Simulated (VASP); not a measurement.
Input of a VASP 6.6.1 run:

The input INCAR:

```
ALGO = Normal ; EDIFF = 1E-6
EDIFFG = -0.02 ; ENCUT = 600
GGA = PS ; IBRION = 2
ISIF = 3 ; ISMEAR = 0
IVDW = 12 ; LASPH = True
LCHARG = False ; LREAL = False
LWAVE = False ; NELM = 60
NSW = 80 ; PREC = Accurate
PSTRESS = 450.0 ; SIGMA = 0.1
```

The input KPOINTS:

```
k-points
0
Gamma
  9 9 5
```

Contents of POSCAR:

```
Tl
1.0
    3.4300000000      0.0000000000      0.0000000000
   -1.7150000000      2.9704671350      0.0000000000
    0.0000000000      0.0000000000      5.6011900000
Tl
2
Direct
    0.3333333333      0.6666666667      0.2500000000
    0.6666666667      0.3333333333      0.7500000000
```

Potentials or basis: VASP PAW PBE potentials, release 64 (Tl_d).

Command:

```console
$ cat potpaw_PBE.64/Tl_d/POTCAR > POTCAR
$ mpirun -np 1 vasp_std > vasp.out
```

**Question.** Predict the space group after relaxing (to 0.1 Å).

**Answer.** P6_3/mmc (No. 194).

**Question.** Estimate the relaxed cell.

**Answer.** a = 2.964 Å, b = 2.964 Å, c = 4.896 Å, α = 90.00°, β = 90.00°, γ = 120.00°.

Step by step:
| step | energy change (eV) | largest force (eV/Å) | pressure (GPa) | volume (Å³) |
| --- | --- | --- | --- | --- |
| 1 | 0.0000 | 0.0000 | -2.03 | 57.07 |
| 2 | 100.8848 | 0.0000 | 3124.53 | 12.08 |
| 3 | -0.0126 | 0.0000 | 1.44 | 52.54 |
| 4 | 0.0609 | 0.0000 | 5.65 | 49.08 |
| 5 | 2.8908 | 0.0000 | 75.26 | 33.67 |
| 6 | 1.2452 | 0.0000 | 37.20 | 38.56 |
| 7 | 1.5366 | 0.0000 | 43.91 | 37.40 |
| 8 | 1.6316 | 0.0000 | 46.18 | 37.06 |
| 9 | 1.4549 | 0.0000 | 42.18 | 37.70 |
| 10 | 1.5671 | 0.0000 | 44.66 | 37.29 |
| 11 | 1.5778 | 0.0000 | 45.02 | 37.25 |

Caveat: the cell is relaxed towards a set pressure, so the run minimises the enthalpy, not the energy; the volume moved by over 15 % at a fixed basis, so the end points are rough; the PAW data sets were made with another functional, which shifts forces and pressure a little.
